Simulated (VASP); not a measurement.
HfSi7:

```xyz
8
Lattice="5.7335 0.0000 0.0000 0.0000 5.7335 0.0000 0.0000 0.0000 5.7335" Properties=species:S:1:pos:R:3 pbc="T T T"
Hf    0.0000    0.0000    0.0000
Si    1.4484    1.4484    1.4484
Si    0.0000    2.8667    2.8667
Si    2.8667    2.8667    0.0000
Si    2.8667    0.0000    2.8667
Si    4.2851    1.4484    4.2851
Si    4.2851    4.2851    1.4484
Si    1.4484    4.2851    4.2851
```

| Property | Result |
| --- | --- |
| Program | VASP 6.6.1 |
| Task | relaxation of cell and atoms |
| Functional | PBE |
| Potentials or basis | VASP PAW PBE potentials, release 64 (Hf_pv, Si) |
| Cutoff | 600 eV |
| k mesh | 4 × 4 × 4 |
| Occupations | gaussian, width 0.1 eV |
| Spin | no spin polarisation |

At the start: pressure -1.6 GPa; volume 23.56 Å³/atom.

Where does the relaxation end?

Over 3 steps the energy falls by 59.7 meV/atom and the volume is 22.49 Å³/atom (-4.6 %); space group P-43m (No. 215, to 0.05 Å).

Step by step:
| step | energy change (eV) | largest force (eV/Å) | pressure (GPa) | volume (Å³) |
| --- | --- | --- | --- | --- |
| 1 | 0.0000 | 1.8225 | -1.58 | 188.48 |
| 2 | -0.4434 | 0.4674 | -0.59 | 182.19 |
| 3 | -0.4774 | 0.0189 | -0.05 | 179.88 |

Final structure:
```
Hf Si
1.0
     5.64496    0.00000    0.00000
     0.00000    5.64496    0.00000
     0.00000    0.00000    5.64496
Hf Si
1 7
Cartesian
  0.0000 0.0000 0.0000
  1.4949 1.4949 1.4949
  0.0000 2.8225 2.8225
  2.8225 2.8225 0.0000
  2.8225 0.0000 2.8225
  4.1501 1.4949 4.1501
  4.1501 4.1501 1.4949
  1.4949 4.1501 4.1501
```

Caveat: the relaxation stopped at a loose force limit of 0.05 eV/Å, so its end isn't a converged minimum.
